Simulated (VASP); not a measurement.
# SiGe3Ru (P-6m2) in VASP: a series of runs

SiGe3Ru is run at these levels: PBE; tasks: single point, relaxation of cell and atoms.

Everything below comes from runs of VASP 6.6.1. Logs are shortened: lines on timing, memory, paths and dates and some standing lists are left out, and cuts for length are marked.

**1. The cell of the first run**

It takes space group P-6m2 (No. 187, hexagonal). The conventional cell has a = 3.696 Å, b = 3.696 Å, c = 8.080 Å, α = 90.00°, β = 90.00°, γ = 120.00°. Within 4.1 Å of Si (site symmetry -6m2) lie 8 Ge at 3.08 to 4.04 Å and 6 Si at 3.70 Å. Ge (site symmetry 3m) has 1 Ru at 1.82 Å within 2.4 Å. Within 2.9 Å of Ge (site symmetry -6m2) lie 3 Ru at 2.13 Å and 6 Ge at 2.80 Å. Ru (site symmetry -6m2) has 5 Ge at 1.82 to 2.13 Å within 2.4 Å.

The cell was built from a structure type or drawn by symmetry, and may not be a known phase.

**2. Single point, PBE**

File INCAR:

```
SYSTEM = SiGe3Ru
ALGO = Normal
EDIFF = 1E-6
ENCUT = 520
GGA = PE
ISIF = 2
ISMEAR = 0
LASPH = .TRUE.
LCHARG = .FALSE.
LREAL = .FALSE.
LWAVE = .FALSE.
NBANDS = 38
NELM = 80
PREC = Accurate
SIGMA = 0.1
```

File KPOINTS:

```
k-points
0
G
  6 6 2
  0 0 0
```

File POSCAR:

```
SiGe3Ru
1.0
    3.6955313200      0.0000000000      0.0000000000
   -1.8477656600      3.2004240100      0.0000000000
    0.0000000000      0.0000000000      8.0803731500
Si Ge Ru
1 3 1
Direct
    0.6666666700      0.3333333300      0.0000000000
    0.3333333300      0.6666666700      0.2746857600
    0.3333333300      0.6666666700      0.7253142400
    0.6666666700      0.3333333300      0.5000000000
    0.3333333300      0.6666666700      0.5000000000
```

Potentials or basis: VASP PAW PBE potentials, release 64 (Si, Ge_d, Ru_pv).

On the command line:

```
cat potpaw_PBE.64/Si/POTCAR potpaw_PBE.64/Ge_d/POTCAR potpaw_PBE.64/Ru_pv/POTCAR > POTCAR
mpirun -np 1 vasp_std > vasp.out
```

OUTCAR:

```text
SYSTEM = SiGe3Ru
   EDIFF = 1E-6
   ENCUT = 520
   GGA = PE
   ISIF = 2
   ISMEAR = 0
   LASPH = .TRUE.
   LREAL = .FALSE.
   NELM = 80
   PREC = Accurate

 ion  position               nearest neighbor table
   1  0.667  0.333  0.000-
   2  0.333  0.667  0.275-   5 1.82   4 2.80   4 2.80   4 2.80
   3  0.333  0.667  0.725-   5 1.82   4 2.80   4 2.80   4 2.80
   4  0.667  0.333  0.500-   5 2.13   5 2.13   5 2.13   3 2.80   2 2.80   3 2.80   2 2.80   2 2.80
                             3 2.80
   5  0.333  0.667  0.500-   2 1.82   3 1.82   4 2.13   4 2.13   4 2.13

  LATTYP: Found a hexagonal cell.
 ALAT       =     3.6955313200
 C/A-ratio  =     2.1865254142

  Lattice vectors:

 A1 = (   3.6955313200,   0.0000000000,   0.0000000000)
 A2 = (  -1.8477656600,   3.2004240100,   0.0000000000)
 A3 = (   0.0000000000,   0.0000000000,   8.0803731500)

Analysis of symmetry for initial positions (statically):
=====================================================================
 Subroutine PRICEL returns:
 Original cell was already a primitive cell.

 Routine SETGRP: Setting up the symmetry group for a
 hexagonal supercell.

 Subroutine GETGRP returns: Found 12 space group operations
 (whereof 12 operations were pure point group operations)
 out of a pool of 24 trial point group operations.

The static configuration has the point symmetry D_3h.

Analysis of symmetry for dynamics (positions and initial velocities):
=====================================================================
 Subroutine PRICEL returns:
 Original cell was already a primitive cell.

 Routine SETGRP: Setting up the symmetry group for a
 hexagonal supercell.

 Subroutine GETGRP returns: Found 12 space group operations
 (whereof 12 operations were pure point group operations)
 out of a pool of 24 trial point group operations.

The dynamic configuration has the point symmetry D_3h.

 Subroutine INISYM returns: Found 12 space group operations
 (whereof 12 operations are pure point group operations),
 and found     1 'primitive' translations

----------------------------------------------------------------------------------------

                                     Primitive cell

  volume of cell :      95.5687

  direct lattice vectors                    reciprocal lattice vectors
     3.695531320  0.000000000  0.000000000     0.270597084  0.156229299  0.000000000
    -1.847765660  3.200424010  0.000000000     0.000000000  0.312458598  0.000000000
     0.000000000  0.000000000  8.080373150     0.000000000  0.000000000  0.123756661

  length of vectors
     3.695531320  3.695531326  8.080373150     0.312458599  0.312458598  0.123756661

  position of ions in fractional coordinates (direct lattice)
     0.666666670  0.333333330  0.000000000
     0.333333330  0.666666670  0.274685760
     0.333333330  0.666666670  0.725314240
     0.666666670  0.333333330  0.500000000
     0.333333330  0.666666670  0.500000000

  ion indices of the primitive-cell ions
   primitive index   ion index
                 1           1
                 2           2
                 3           3
                 4           4
                 5           5

----------------------------------------------------------------------------------------

 KPOINTS: k-points

Automatic generation of k-mesh.
 Grid dimensions read from file:
 generate k-points for:    6    6    2

 Generating k-lattice:

  Cartesian coordinates                     Fractional coordinates (reciprocal lattice)
     0.045099514  0.026038217  0.000000000     0.166666667 -0.000000000  0.000000000
     0.000000000  0.052076433  0.000000000     0.000000000  0.166666667  0.000000000
     0.000000000  0.000000000  0.061878330     0.000000000  0.000000000  0.500000000

  Length of vectors
     0.052076433  0.052076433  0.061878330

  Shift w.r.t. Gamma in fractional coordinates (k-lattice)
     0.000000000  0.000000000  0.000000000

 Subroutine IBZKPT returns following result:
 ===========================================

 Found     14 irreducible k-points:

 Following reciprocal coordinates:
            Coordinates               Weight
  0.000000  0.000000  0.000000      1.000000
  0.166667  0.000000  0.000000      6.000000
  0.333333  0.000000  0.000000      6.000000
  0.500000  0.000000  0.000000      3.000000
  0.166667  0.166667  0.000000      6.000000
  0.333333  0.166667  0.000000     12.000000
  0.333333  0.333333  0.000000      2.000000
  0.000000  0.000000  0.500000      1.000000
  0.166667  0.000000  0.500000      6.000000
  0.333333  0.000000  0.500000      6.000000
  0.500000  0.000000  0.500000      3.000000
  0.166667  0.166667  0.500000      6.000000
  0.333333  0.166667  0.500000     12.000000
  0.333333  0.333333  0.500000      2.000000
   k-points           NKPTS =     14   k-points in BZ     NKDIM =     14   number of bands    NBANDS=     38
   number of dos      NEDOS =    301   number of ions     NIONS =      5
   total plane-waves  NPLWV =  47040
   dimension x,y,z NGX =    28 NGY =   28 NGZ =   60
   dimension x,y,z NGXF=    56 NGYF=   56 NGZF=  120
   ions per type =               1   3   1
   NGX,Y,Z   is equivalent  to a cutoff of  12.60, 12.60, 12.34 a.u.
   NGXF,Y,Z  is equivalent  to a cutoff of  25.19, 25.19, 24.69 a.u.
 SYSTEM =  SiGe3Ru
   PREC   = accura    normal or accurate (medium, high low for compatibility)
   ISTART =      0    job   : 0-new  1-cont  2-samecut
   ICHARG =      2    charge: 1-file 2-atom 10-const
   ISPIN  =      1    spin polarized calculation?
   LNONCOLLINEAR =      F non collinear calculations
   LSORBIT =      F    spin-orbit coupling
   LASPH  =      T    aspherical Exc in radial PAW
   ENCUT  =  520.0 eV  38.22 Ry    6.18 a.u.   6.87  6.87 15.02*2*pi/ulx,y,z
   NELM   =     80;   NELMIN=  2; NELMDL= -5     # of ELM steps
   EDIFF  = 0.1E-05   stopping-criterion for ELM
   LREAL  =      F    real-space projection
   EDIFFG = 0.1E-04   stopping-criterion for IOM
   NSW    =      0    number of steps for IOM
   IBRION =     -1    ionic relax: 0-MD 1-quasi-New 2-CG
   NFREE  =      0    steps in history (QN), initial steepest desc. (CG)
   ISIF   =      2    stress and relaxation
   ISYM   =      2    0-nonsym 1-usesym 2-fastsym
   POTIM  = 0.5000    time-step for ionic-motion
   TEBEG  =    0.0;   TEEND  =   0.0 temperature during run
   PSTRESS=    0.0 pullay stress
   NELECT =      60.0000    total number of electrons
   NUPDOWN=      -1.0000    fix difference up-down
   EMIN   =  10.00;   EMAX   =-10.00  energy-range for DOS
   EFERMI =   0.00;   METHOD = LEGACY
   ISMEAR =     0;   SIGMA  =   0.10  broadening in eV -4-tet -1-fermi 0-gaus
   EFERMI_NEDOS =   21; number of points for ismear=-14 and -15
   IALGO  =     38    algorithm
   IMIX   =      4    mixing-type and parameters
     AMIX     =   0.40;   BMIX     =  1.00
     AMIX_MAG =   1.60;   BMIX_MAG =  1.00
  volume/ion in A,a.u.               =      19.11       128.99
  Fermi-wavevector in a.u.,A,eV,Ry     =   1.401802  2.649021 26.736108  1.965049
  Thomas-Fermi vector in A             =   2.524627
   LORBIT       =      0    0 simple, 1 ext, 2 COOP (PROOUT), +10 PAW based schemes
   GGA     = PE    functional components
   LHFCALC =     F    Hartree Fock is set to
   AEXX    =    0.0000 exact exchange contribution
   IVDW    =     0    specifies the selected vdW correction
   LEPSILON=     F    determine dielectric tensor
   LRPA    =     F    only Hartree local field effects (RPA)
 non-spin polarized calculation
 Gauss-broadening in eV      SIGMA  =   0.10
  energy-cutoff  :      520.00
  volume of cell :       95.57
 maximum number of plane-waves:      2610
 NGX is ok and might be reduce to    28
   NGX = 13   NGY = 13   NGZ = 31

 number of electron      59.9999970 magnetization

 Free energy of the ion-electron system (eV)
  ---------------------------------------------------
  ext. energy  EPLUGINS =         0.00000000
  ---------------------------------------------------
  free energy    TOTEN  =       -14.52829727 eV

  energy without entropy =      -14.49273789  energy(sigma->0) =      -14.51051758

 E-fermi :   6.8368     XC(G=0): -10.7296

 val. band max:        6.7682585250   @ k =   0.1667   0.0000   0.5000
 cond. band min:       6.8423538230   @ k =   0.3333   0.1667   0.5000
 fundamental gap:      0.0740952980
 Fermi energy:         6.8368401395

 k-point     1 :       0.0000    0.0000    0.0000
  band No.  band energies     occupation
      1     -38.1210      2.00000
      2     -36.4796      2.00000
      3     -36.4796      2.00000
      4     -18.7258      2.00000
      5     -18.5175      2.00000
      6     -18.5175      2.00000
[... 30 lines left out ...]
     37      12.6279      0.00000
     38      14.1001      0.00000

 k-point     2 :       0.1667    0.0000    0.0000
  band No.  band energies     occupation
      1     -38.1204      2.00000
      2     -36.4880      2.00000
      3     -36.4796      2.00000
      4     -18.7244      2.00000
      5     -18.5223      2.00000
      6     -18.5129      2.00000
[... 30 lines left out ...]
     37      13.2118      0.00000
     38      13.7615      0.00000

 k-point     3 :       0.3333    0.0000    0.0000
  band No.  band energies     occupation
      1     -38.1193      2.00000
      2     -36.5047      2.00000
      3     -36.4796      2.00000
      4     -18.7219      2.00000
      5     -18.5311      2.00000
      6     -18.5034      2.00000
[... 30 lines left out ...]
     37      11.7692      0.00000
     38      12.5338      0.00000

 k-point     4 :       0.5000    0.0000    0.0000
  band No.  band energies     occupation
      1     -38.1188      2.00000
      2     -36.5130      2.00000
      3     -36.4796      2.00000
      4     -18.7206      2.00000
      5     -18.5353      2.00000
      6     -18.4985      2.00000
[... 30 lines left out ...]
     37      10.6832      0.00000
     38      11.6499      0.00000
[... 293 lines left out ...]
      4     -18.7218      2.00000
      5     -18.5316      2.00000
      6     -18.5030      2.00000
[... 30 lines left out ...]
     37      11.6200      0.00000
     38      12.7260      0.00000

 k-point    13 :       0.3333    0.1667    0.5000
  band No.  band energies     occupation
      1     -38.1188      2.00000
      2     -36.5087      2.00000
      3     -36.4839      2.00000
      4     -18.7199      2.00000
      5     -18.5412      2.00000
      6     -18.4908      2.00000
[... 30 lines left out ...]
     37      11.5191      0.00000
     38      12.9432      0.00000

 k-point    14 :       0.3333    0.3333    0.5000
  band No.  band energies     occupation
      1     -38.1185      2.00000
      2     -36.5068      2.00000
      3     -36.4900      2.00000
      4     -18.7192      2.00000
      5     -18.5478      2.00000
      6     -18.4807      2.00000
[... 30 lines left out ...]
     37      12.3468      0.00000
     38      12.3680      0.00000

------------------------ aborting loop because EDIFF is reached ----------------------------------------

  FORCE on cell =-STRESS in cart. coord.  units (eV):
  Direction    XX          YY          ZZ          XY          YZ          ZX
  --------------------------------------------------------------------------------------
  -------------------------------------------------------------------------------------
  Total       19.4172703     19.4172703     75.9973291      0.0000000     -0.0000000      0.0000000
  in kB      325.5239401    325.5239414   1274.0694079      0.0000000     -0.0000000      0.0000000
  external PRESSURE =     641.7057631 kB  Pullay stress =       0.0000000 kB

 VOLUME and BASIS-vectors are now :
 -----------------------------------------------------------------------------
  energy-cutoff  :      520.00
  volume of cell :       95.57
      direct lattice vectors                 reciprocal lattice vectors
     3.695531320  0.000000000  0.000000000     0.270597084  0.156229299  0.000000000
    -1.847765660  3.200424010  0.000000000     0.000000000  0.312458598  0.000000000
     0.000000000  0.000000000  8.080373150     0.000000000  0.000000000  0.123756661

 POSITION                                       TOTAL-FORCE (eV/Angst)
 -----------------------------------------------------------------------------------
      1.84777      1.06681      0.00000         0.000000     -0.000000      0.000000
     -0.00000      2.13362      2.21956        -0.000000      0.000000    -23.512040
     -0.00000      2.13362      5.86081         0.000000      0.000000     23.512040
      1.84777      1.06681      4.04019        -0.000000     -0.000000      0.000000
     -0.00000      2.13362      4.04019        -0.000000     -0.000000      0.000000
 -----------------------------------------------------------------------------------
    total drift:                                0.000046     -0.000027      0.000000

  FREE ENERGIE OF THE ION-ELECTRON SYSTEM (eV)
  ---------------------------------------------------
  free  energy   TOTEN  =       -14.5282972705 eV

  energy  without entropy=      -14.4927378889  energy(sigma->0) =      -14.51051758
```

Wall time 1.8 min (1 thread of Intel Xeon 8259CL, shared host); peak memory 0.23 GiB.

What came out:

- Free energy: -14.5283 eV
- Pressure: 64.2 GPa
- Largest force: 23.512 eV/Å
- Band gap on the k mesh: zero (bands 30 and 31 overlap by 3.11 eV)

Forces in eV/Å, atoms in the order of the input:
```
Si    0.000   0.000   0.000
Ge    0.000   0.000 -23.512
Ge    0.000   0.000  23.512
Ge    0.000   0.000   0.000
Ru    0.000   0.000   0.000
```

Levels at points of the mesh, in eV from the Fermi level:
```tsv
k point	band 27	band 28	band 29	band 30	band 31	band 32	band 33	band 34
(0.00, 0.00, 0.00)	-2.29	-1.00	1.38	1.38	2.97	3.40	3.40	4.96
(0.50, 0.00, 0.00)	-3.49	-2.54	-1.31	-0.95	0.83	0.87	1.63	2.08
(0.00, 0.00, 0.50)	-4.42	0.56	1.70	1.70	2.72	2.72	3.44	5.19
(0.50, 0.00, 0.50)	-3.45	-2.26	-1.59	-1.24	-0.74	1.00	1.13	1.94
```

Caveat: the k points lie up to 0.39 Å⁻¹ apart, too coarse for converged energies and pressures of a metal; atoms lie so close that the PAW spheres overlap strongly, which falsifies energies and pressures; forces of over 1 eV/Å act on the atoms, so gaps and moduli don't describe the material at rest.

**3. Single point, PBE**

This run uses another cell than the first one, of 21.30 Å³/atom.

File INCAR:

```
ALGO = Normal ; EDIFF = 1E-6
ENCUT = 520 ; GGA = PE
ISIF = 2 ; ISMEAR = 0
LASPH = T ; LCHARG = T
LELF = T ; LREAL = F
LVHAR = T ; LWAVE = F
NBANDS = 38 ; NELM = 100
PREC = Accurate ; SIGMA = 0.1
```

File KPOINTS:

```
k-points
0
Gamma
  6 6 2
```

File POSCAR:

```
SiGe3Ru
1.0
    3.9810451527      0.0000000000      0.0000000000
   -1.9905225763      3.4476862358      0.0000000000
    0.0000000000      0.0000000000      7.7585049162
Si Ge Ru
1 3 1
Direct
    0.6666666667      0.3333333333      0.0000000000
    0.3333333333      0.6666666667      0.1813844051
    0.3333333333      0.6666666667      0.8186155949
    0.6666666667      0.3333333333      0.5000000000
    0.3333333333      0.6666666667      0.5000000000
```

Potentials or basis: VASP PAW PBE potentials, release 64 (Si, Ge_d, Ru_pv).

On the command line:

```
cat potpaw_PBE.64/Si/POTCAR potpaw_PBE.64/Ge_d/POTCAR potpaw_PBE.64/Ru_pv/POTCAR > POTCAR
mpirun -np 1 vasp_std > vasp.out
```

Run time: 1.8 min. Hardware: 1 thread of Intel Xeon 8259CL, shared host; peak memory 0.25 GiB.

It converged, with:

- Free energy: -26.9812 eV
- Pressure: 0.2 GPa
- Largest force: 0.017 eV/Å
- Band gap on the k mesh: zero (bands 30 and 31 overlap by 1.76 eV)

Forces on the atoms (eV/Å):
```
Si   0.000  0.000  0.000
Ge   0.000  0.000 -0.017
Ge   0.000  0.000  0.017
Ge   0.000  0.000  0.000
Ru   0.000  0.000  0.000
```

Stress tensor (GPa, compression positive):
```
0.20 0.00 0.00
0.00 0.20 0.00
0.00 0.00 0.29
```

Levels at points of the mesh, in eV from the Fermi level:
```tsv
k point	band 26	band 27	band 28	band 29	band 30	band 31	band 32	band 33	band 34	band 35
(0.00, 0.00, 0.00)	-1.64	-0.89	-0.66	-0.66	-0.24	2.35	2.61	2.83	2.83	3.12
(0.50, 0.00, 0.00)	-2.42	-1.93	-1.91	-1.28	-1.22	0.45	1.53	1.81	1.99	3.28
(0.00, 0.00, 0.50)	-1.83	-1.83	-0.48	-0.21	-0.21	2.17	2.17	3.10	3.10	3.27
(0.50, 0.00, 0.50)	-2.34	-2.20	-2.19	-1.10	-1.08	-0.75	0.40	0.49	2.44	2.88
```

Caveat: the k points lie up to 0.40 Å⁻¹ apart, too coarse for converged energies and pressures of a metal.

(Continued in part 2 of 2.)
